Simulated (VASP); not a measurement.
# Bi (Fm-3m) in VASP: a series of runs

Bi is run at these levels: PBEsol; tasks: single point.

Everything below comes from runs of VASP 6.6.1. Logs are shortened: lines on timing, memory, paths and dates and some standing lists are left out, and cuts for length are marked.

## Step 1: The cell of the first run

The structure is cubic, space group Fm-3m (No. 225). Conventional cell: a = 4.945 Å, b = 4.945 Å, c = 4.945 Å, α = 90.00°, β = 90.00°, γ = 90.00°. Bi (site symmetry m-3m) has 12 Bi at 3.50 Å within 4.6 Å.

This isn't the form of Bi at room conditions, which is rhombohedral.

## Step 2: Single point, PBEsol

INCAR reads:

```
SYSTEM = Bi
  PREC = Accurate
  ENCUT = 520
  EDIFF = 1E-6
  ISMEAR = -1
  SIGMA = 0.1
  LREAL = .False.
  LASPH = .True.
  NELM = 100
  ALGO = Normal
  ISIF = 2
  LWAVE = .False.
  LCHARG = .False.
  GGA = PS
  NBANDS = 14
```

KPOINTS reads:

```
regular mesh
0
Gamma
  11 11 11
  0 0 0
```

POSCAR reads:

```
Bi
1.0
    0.0000000000      2.4727365818      2.4727365818
    2.4727365818      0.0000000000      2.4727365818
    2.4727365818      2.4727365818      0.0000000000
Bi
1
Direct
    0.0000000000      0.0000000000      0.0000000000
```

Potentials or basis: VASP PAW PBE potentials, release 64 (Bi_d).

On the command line:

```
cat potpaw_PBE.64/Bi_d/POTCAR > POTCAR
mpirun -np 1 vasp_std > vasp.out
```

OUTCAR:

```text
SYSTEM = Bi
   PREC = Accurate
   ENCUT = 520
   EDIFF = 1E-6
   ISMEAR = -1
   LREAL = .False.
   LASPH = .True.
   NELM = 100
   ISIF = 2
   GGA = PS

 ion  position               nearest neighbor table
   1  0.000  0.000  0.000-

  LATTYP: Found a face centered cubic cell.
 ALAT       =     4.9454731636

  Lattice vectors:

 A1 = (   0.0000000000,   2.4727365818,   2.4727365818)
 A2 = (   2.4727365818,   0.0000000000,   2.4727365818)
 A3 = (   2.4727365818,   2.4727365818,   0.0000000000)

Analysis of symmetry for initial positions (statically):
=====================================================================
 Subroutine PRICEL returns:
 Original cell was already a primitive cell.

 Routine SETGRP: Setting up the symmetry group for a
 face centered cubic supercell.

 Subroutine GETGRP returns: Found 48 space group operations
 (whereof 48 operations were pure point group operations)
 out of a pool of 48 trial point group operations.

The static configuration has the point symmetry O_h .

Analysis of symmetry for dynamics (positions and initial velocities):
=====================================================================
 Subroutine PRICEL returns:
 Original cell was already a primitive cell.

 Routine SETGRP: Setting up the symmetry group for a
 face centered cubic supercell.

 Subroutine GETGRP returns: Found 48 space group operations
 (whereof 48 operations were pure point group operations)
 out of a pool of 48 trial point group operations.

The dynamic configuration has the point symmetry O_h .

 Subroutine INISYM returns: Found 48 space group operations
 (whereof 48 operations are pure point group operations),
 and found     1 'primitive' translations

----------------------------------------------------------------------------------------

                                     Primitive cell

  volume of cell :      30.2387

  direct lattice vectors                    reciprocal lattice vectors
     0.000000000  2.472736582  2.472736582    -0.202205121  0.202205121  0.202205121
     2.472736582  0.000000000  2.472736582     0.202205121 -0.202205121  0.202205121
     2.472736582  2.472736582  0.000000000     0.202205121  0.202205121 -0.202205121

  length of vectors
     3.496977610  3.496977610  3.496977610     0.350229543  0.350229543  0.350229543

  position of ions in fractional coordinates (direct lattice)
     0.000000000  0.000000000  0.000000000

  ion indices of the primitive-cell ions
   primitive index   ion index
                 1           1

----------------------------------------------------------------------------------------

 KPOINTS: regular mesh

Automatic generation of k-mesh.
 Grid dimensions read from file:
 generate k-points for:   11   11   11

 Generating k-lattice:

  Cartesian coordinates                     Fractional coordinates (reciprocal lattice)
    -0.018382284  0.018382284  0.018382284     0.090909091  0.000000000  0.000000000
     0.018382284 -0.018382284  0.018382284     0.000000000  0.090909091  0.000000000
     0.018382284  0.018382284 -0.018382284     0.000000000  0.000000000  0.090909091

  Length of vectors
     0.031839049  0.031839049  0.031839049

  Shift w.r.t. Gamma in fractional coordinates (k-lattice)
     0.000000000  0.000000000  0.000000000

 Subroutine IBZKPT returns following result:
 ===========================================

 Found     56 irreducible k-points:

 Following reciprocal coordinates:
            Coordinates               Weight
  0.000000  0.000000  0.000000      1.000000
  0.090909  0.000000  0.000000      8.000000
  0.181818  0.000000  0.000000      8.000000
  0.272727  0.000000  0.000000      8.000000
  0.363636  0.000000  0.000000      8.000000
  0.454545  0.000000  0.000000      8.000000
[... 16 lines left out ...]
 -0.272727  0.181818  0.000000     24.000000
 -0.181818  0.181818  0.000000     12.000000
 [... further k-points ...]
   k-points           NKPTS =     56   k-points in BZ     NKDIM =     56   number of bands    NBANDS=     14
   number of dos      NEDOS =    301   number of ions     NIONS =      1
   total plane-waves  NPLWV =  21952
   dimension x,y,z NGX =    28 NGY =   28 NGZ =   28
   dimension x,y,z NGXF=    56 NGYF=   56 NGZF=   56
   ions per type =               1
   NGX,Y,Z   is equivalent  to a cutoff of  13.31, 13.31, 13.31 a.u.
   NGXF,Y,Z  is equivalent  to a cutoff of  26.62, 26.62, 26.62 a.u.
 SYSTEM =  Bi
   PREC   = accura    normal or accurate (medium, high low for compatibility)
   ISTART =      0    job   : 0-new  1-cont  2-samecut
   ICHARG =      2    charge: 1-file 2-atom 10-const
   ISPIN  =      1    spin polarized calculation?
   LNONCOLLINEAR =      F non collinear calculations
   LSORBIT =      F    spin-orbit coupling
   LASPH  =      T    aspherical Exc in radial PAW
   ENCUT  =  520.0 eV  38.22 Ry    6.18 a.u.   6.50  6.50  6.50*2*pi/ulx,y,z
   NELM   =    100;   NELMIN=  2; NELMDL= -5     # of ELM steps
   EDIFF  = 0.1E-05   stopping-criterion for ELM
   LREAL  =      F    real-space projection
   EDIFFG = 0.1E-04   stopping-criterion for IOM
   NSW    =      0    number of steps for IOM
   IBRION =     -1    ionic relax: 0-MD 1-quasi-New 2-CG
   NFREE  =      0    steps in history (QN), initial steepest desc. (CG)
   ISIF   =      2    stress and relaxation
   ISYM   =      2    0-nonsym 1-usesym 2-fastsym
   POTIM  = 0.5000    time-step for ionic-motion
   TEBEG  =    0.0;   TEEND  =   0.0 temperature during run
   PSTRESS=    0.0 pullay stress
   NELECT =      15.0000    total number of electrons
   NUPDOWN=      -1.0000    fix difference up-down
   EMIN   =  10.00;   EMAX   =-10.00  energy-range for DOS
   EFERMI =   0.00;   METHOD = LEGACY
   ISMEAR =    -1;   SIGMA  =   0.10  broadening in eV -4-tet -1-fermi 0-gaus
   EFERMI_NEDOS =   21; number of points for ismear=-14 and -15
   IALGO  =     38    algorithm
   IMIX   =      4    mixing-type and parameters
     AMIX     =   0.40;   BMIX     =  1.00
     AMIX_MAG =   1.60;   BMIX_MAG =  1.00
  volume/ion in A,a.u.               =      30.24       204.06
  Fermi-wavevector in a.u.,A,eV,Ry     =   1.295938  2.448967 22.850360  1.679454
  Thomas-Fermi vector in A             =   2.427426
   LORBIT       =      0    0 simple, 1 ext, 2 COOP (PROOUT), +10 PAW based schemes
   GGA     = PS    functional components
   LHFCALC =     F    Hartree Fock is set to
   AEXX    =    0.0000 exact exchange contribution
   IVDW    =     0    specifies the selected vdW correction
   LEPSILON=     F    determine dielectric tensor
   LRPA    =     F    only Hartree local field effects (RPA)
 non-spin polarized calculation
  energy-cutoff  :      520.00
  volume of cell :       30.24
 maximum number of plane-waves:       869
 NGX is ok and might be reduce to    28
   NGX = 13   NGY = 13   NGZ = 13

 number of electron      15.0000002 magnetization

 Free energy of the ion-electron system (eV)
  ---------------------------------------------------
  ext. energy  EPLUGINS =         0.00000000
  ---------------------------------------------------
  free energy    TOTEN  =        -4.16793374 eV

  energy without entropy =       -4.13720865  energy(sigma->0) =       -4.15257120

 E-fermi :   8.1993     XC(G=0): -10.5787

 val. band max:        8.1781932248   @ k =  -0.2727   0.1818   0.0000
 cond. band min:       8.2191229505   @ k =   0.4545   0.2727   0.0909
 fundamental gap:      0.0409297257
 Fermi energy:         8.1992777882

 k-point     1 :       0.0000    0.0000    0.0000
  band No.  band energies     occupation
      1     -14.8374      2.00000
      2     -14.8374      2.00000
      3     -14.8374      2.00000
      4     -14.7587      2.00000
      5     -14.7587      2.00000
      6      -5.6282      2.00000
      7      13.3287      0.00000
      8      13.3287      0.00000
      9      13.3287      0.00000
     10      17.2452      0.00000
     11      17.3493      0.00000
     12      19.1522      0.00000
     13      19.1522      0.00000
     14      19.1522      0.00000

 k-point     2 :       0.0909    0.0000    0.0000
  band No.  band energies     occupation
      1     -14.8364      2.00000
      2     -14.8305      2.00000
      3     -14.8305      2.00000
      4     -14.7584      2.00000
      5     -14.7584      2.00000
      6      -5.4805      2.00000
      7      11.7179      0.00000
      8      13.1539      0.00000
      9      13.1539      0.00000
     10      16.6645      0.00000
     11      18.3186      0.00000
     12      19.4599      0.00000
     13      19.4599      0.00000
     14      20.7405      0.00000

 k-point     3 :       0.1818    0.0000    0.0000
  band No.  band energies     occupation
      1     -14.8341      2.00000
      2     -14.8184      2.00000
      3     -14.8184      2.00000
      4     -14.7516      2.00000
      5     -14.7516      2.00000
      6      -5.0434      2.00000
      7       9.0466      0.00042
      8      12.7407      0.00000
      9      12.7407      0.00000
     10      16.0732      0.00000
     11      19.5985      0.00000
     12      19.7273      0.00000
     13      19.7273      0.00000
     14      19.9043      0.00000
[... 324 lines left out ...]
 k-point    23 :      -0.2727    0.1818    0.0000
  band No.  band energies     occupation
      1     -14.8247      2.00000
      2     -14.8117      2.00000
      3     -14.7835      2.00000
      4     -14.7398      2.00000
      5     -14.7020      2.00000
      6      -3.3204      2.00000
      7       5.3496      2.00000
      8       8.1782      1.10503
      9      11.9453      0.00000
     10      15.7551      0.00000
     11      18.4316      0.00000
     12      19.3813      0.00000
     13      20.8138      0.00000
     14      21.1565      0.00000

 k-point    24 :      -0.1818    0.1818    0.0000
  band No.  band energies     occupation
      1     -14.8259      2.00000
      2     -14.8146      2.00000
      3     -14.7815      2.00000
      4     -14.7715      2.00000
      5     -14.7116      2.00000
      6      -4.1125      2.00000
      7       7.0491      1.99998
      8       8.9730      0.00087
      9      12.7127      0.00000
     10      16.7940      0.00000
     11      18.0324      0.00000
     12      19.2907      0.00000
     13      19.4126      0.00000
     14      20.0609      0.00000

 [... further k-points ...]
[... 5 lines left out ...]
  --------------------------------------------------------------------------------------
  -------------------------------------------------------------------------------------
  Total       -0.0110698     -0.0110698     -0.0110698      0.0000000      0.0000000      0.0000000
  in kB       -0.5865237     -0.5865237     -0.5865237      0.0000000      0.0000000      0.0000000
  external PRESSURE =      -0.5865237 kB  Pullay stress =       0.0000000 kB

 VOLUME and BASIS-vectors are now :
 -----------------------------------------------------------------------------
  energy-cutoff  :      520.00
  volume of cell :       30.24
      direct lattice vectors                 reciprocal lattice vectors
     0.000000000  2.472736582  2.472736582    -0.202205121  0.202205121  0.202205121
     2.472736582  0.000000000  2.472736582     0.202205121 -0.202205121  0.202205121
     2.472736582  2.472736582  0.000000000     0.202205121  0.202205121 -0.202205121

 POSITION                                       TOTAL-FORCE (eV/Angst)
 -----------------------------------------------------------------------------------
      0.00000      0.00000      0.00000         0.000000      0.000000      0.000000
 -----------------------------------------------------------------------------------
    total drift:                               -0.000000     -0.000000     -0.000000

  FREE ENERGIE OF THE ION-ELECTRON SYSTEM (eV)
  ---------------------------------------------------
  free  energy   TOTEN  =        -4.1679337449 eV

  energy  without entropy=       -4.1372086496  energy(sigma->0) =       -4.15257120
```

It took 20 s on 1 thread of Intel Xeon 8259CL, shared host; peak memory 0.17 GiB.

Results:

| Item | Value |
| --- | --- |
| Free energy | -4.1679 eV |
| Pressure | -0.1 GPa |
| Band gap on the k mesh | zero (an odd number of electrons rules out a gap without spin polarisation) |

Levels at points of the mesh, in eV from the Fermi level:
```
           k point  band 5  band 6  band 7  band 8  band 9  band 10
(0.00, 0.00, 0.00)  -22.96  -13.83    5.13    5.13    5.13     9.05
```

Caveat: the PAW data sets were made with another functional, which shifts forces and pressure a little; spin-orbit coupling is left out, which moves the levels of the heavy elements.

## Step 3: Single point, PBEsol (26.61 Å³/atom)

This run uses another cell than the first one, of 26.61 Å³/atom.

INCAR reads:

```
SYSTEM = Bi
PREC = Accurate
ENCUT = 520
EDIFF = 1E-6
ISMEAR = -1
SIGMA = 0.1
LREAL = .FALSE.
LASPH = .TRUE.
NELM = 100
ALGO = Normal
ISIF = 2
LWAVE = .FALSE.
LCHARG = .FALSE.
GGA = PS
NBANDS = 14
```

KPOINTS reads:

```
Automatic mesh
0
G
  12 12 12
  0 0 0
```

POSCAR reads:

```
Bi
1.0
    0.0000000000      2.3695838319      2.3695838319
    2.3695838319      0.0000000000      2.3695838319
    2.3695838319      2.3695838319      0.0000000000
Bi
1
Direct
    0.0000000000      0.0000000000      0.0000000000
```

Potentials or basis: VASP PAW PBE potentials, release 64 (Bi_d).

On the command line:

```
cat potpaw_PBE.64/Bi_d/POTCAR > POTCAR
mpirun -np 1 vasp_std > vasp.out
```

It took 27 s on 1 thread of Intel Xeon 8259CL, shared host; peak memory 0.17 GiB.

The run converged. Its results:

- Free energy: -4.0799 eV
- Pressure: 10.0 GPa
- Band gap on the k mesh: zero (an odd number of electrons rules out a gap without spin polarisation)

Levels at points of the mesh, in eV from the Fermi level:
```
           k point  band 4  band 5  band 6  band 7  band 8  band 9  band 10  band 11
(0.00, 0.00, 0.00)  -23.05  -23.05  -14.85    6.04    6.04    6.04     8.90    10.74
(0.50, 0.00, 0.00)  -22.93  -22.93  -11.08   -6.33    4.05    4.05     8.44     8.46
(0.50, 0.50, 0.00)  -22.90  -22.90   -9.58   -5.37    0.32    0.32     4.18     5.40
```

Caveat: the cell stands under pressure; the PAW data sets were made with another functional, which shifts forces and pressure a little; spin-orbit coupling is left out, which moves the levels of the heavy elements.

## Step 4: Single point, PBEsol (27.82 Å³/atom)

This run uses another cell than the first one, of 27.82 Å³/atom.

INCAR reads:

```
SYSTEM = Bi
PREC     = Accurate       ! precision mode
ENCUT    = 520            ! plane-wave cutoff, eV
EDIFF    = 1E-6           ! SCF threshold, eV
ISMEAR   = -1             ! smearing method
SIGMA    = 0.1            ! smearing width, eV
LREAL    = .FALSE.        ! projectors in reciprocal space
LASPH    = .TRUE.         ! aspherical terms in the spheres
NELM     = 100            ! most SCF steps
ALGO     = Normal         ! electronic algorithm
ISIF     = 2              ! what is computed and relaxed
LWAVE    = .FALSE.        ! write WAVECAR
LCHARG   = .FALSE.        ! write CHGCAR
GGA      = PS             ! functional
NBANDS   = 14             ! bands
```

KPOINTS reads:

```
regular mesh
0
G
  12 12 12
  0 0 0
```

POSCAR reads:

```
Bi
1.0
    0.0000000000      2.4049559697      2.4049559697
    2.4049559697      0.0000000000      2.4049559697
    2.4049559697      2.4049559697      0.0000000000
Bi
1
Direct
    0.0000000000      0.0000000000      0.0000000000
```

On the command line:

```
cat potpaw_PBE.64/Bi_d/POTCAR > POTCAR
mpirun -np 1 vasp_std > vasp.out
```

Run time: 25 s. Hardware: 1 thread of Intel Xeon 8259CL, shared host; peak memory 0.17 GiB.

It converged, with:

```
Free energy            : -4.1394 eV
Pressure               : 5.8 GPa
Band gap on the k mesh : zero (an odd number of electrons rules out a gap without spin polarisation)
```

Levels at points of the mesh, in eV from the Fermi level:
| k point | band 3 | band 4 | band 5 | band 6 | band 7 | band 8 | band 9 | band 10 | band 11 | band 12 |
| --- | --- | --- | --- | --- | --- | --- | --- | --- | --- | --- |
| (0.00, 0.00, 0.00) | -23.13 | -23.02 | -23.02 | -14.48 | 5.71 | 5.71 | 5.71 | 8.95 | 10.17 | 11.41 |
| (0.50, 0.00, 0.00) | -23.12 | -22.92 | -22.92 | -10.99 | -6.04 | 3.84 | 3.84 | 8.11 | 8.48 | 10.17 |
| (0.50, 0.50, 0.00) | -22.93 | -22.89 | -22.89 | -9.62 | -5.11 | 0.33 | 0.33 | 4.12 | 5.34 | 17.44 |

Caveat: the cell stands under pressure; the PAW data sets were made with another functional, which shifts forces and pressure a little; spin-orbit coupling is left out, which moves the levels of the heavy elements.

## Step 5: Single point, PBEsol (29.03 Å³/atom)

This run uses another cell than the first one, of 29.03 Å³/atom.

INCAR reads:

```
  PREC = Accurate
  ENCUT = 520
  EDIFF = 1E-7
  ISMEAR = -1
  SIGMA = 0.1
  LREAL = False
  LASPH = True
  NELM = 80
  ALGO = Normal
  ISIF = 2
  LWAVE = False
  LCHARG = True
  GGA = PS
  LELF = True
  LVHAR = True
  NBANDS = 14
```

KPOINTS reads:

```
Automatic mesh
0
Gamma
  12 12 12
```

POSCAR reads:

```
Bi
1.0
    0.0000000000      2.4393171259      2.4393171259
    2.4393171259      0.0000000000      2.4393171259
    2.4393171259      2.4393171259      0.0000000000
Bi
1
Direct
    0.0000000000      0.0000000000      0.0000000000
```

On the command line:

```
cat potpaw_PBE.64/Bi_d/POTCAR > POTCAR
mpirun -np 1 vasp_std > vasp.out
```

It took 39 s on 1 thread of Intel Xeon 8259CL, shared host; peak memory 0.17 GiB.

The run converged. Its results:

```yaml
Free_energy: -4.1702 eV
Pressure: 2.4 GPa
Band_gap_on_the_k_mesh: zero (an odd number of electrons rules out a gap without spin polarisation)
```

Levels at points of the mesh, in eV from the Fermi level:
```
           k point  band 5  band 6  band 7  band 8  band 9  band 10
(0.00, 0.00, 0.00)  -23.00  -14.15    5.39    5.39    5.39     8.99
(0.50, 0.00, 0.00)  -22.91  -10.91   -5.76    3.64    3.64     7.79
(0.50, 0.50, 0.00)  -22.89   -9.65   -4.88    0.32    0.32     4.06
```

Caveat: the PAW data sets were made with another functional, which shifts forces and pressure a little; spin-orbit coupling is left out, which moves the levels of the heavy elements.

## Step 6: Summary

| cell | k mesh | gap on the mesh (eV) | pressure (GPa) |
| --- | --- | --- | --- |
| a = 3.497 Å, angles 60.0°, 1 atom | 11 × 11 × 11 | none | -0.1 |
| a = 3.351 Å, angles 60.0°, 1 atom | 12 × 12 × 12 | none | 10.0 |
| a = 3.401 Å, angles 60.0°, 1 atom | 12 × 12 × 12 | none | 5.8 |
| a = 3.450 Å, angles 60.0°, 1 atom | 12 × 12 × 12 | none | 2.4 |

Alike in all rows: task single point; level PBEsol; potentials or basis VASP PAW PBE potentials, release 64 (Bi_d); no spin polarisation; cutoff (eV) 520; smearing fermi-dirac 0.1 eV.

Caveats: the PAW data sets were made with another functional, which shifts forces and pressure a little; spin-orbit coupling is left out, which moves the levels of the heavy elements; the cell stands under pressure (at least some runs).

Absolute energies hang on the potentials; compare differences alone.
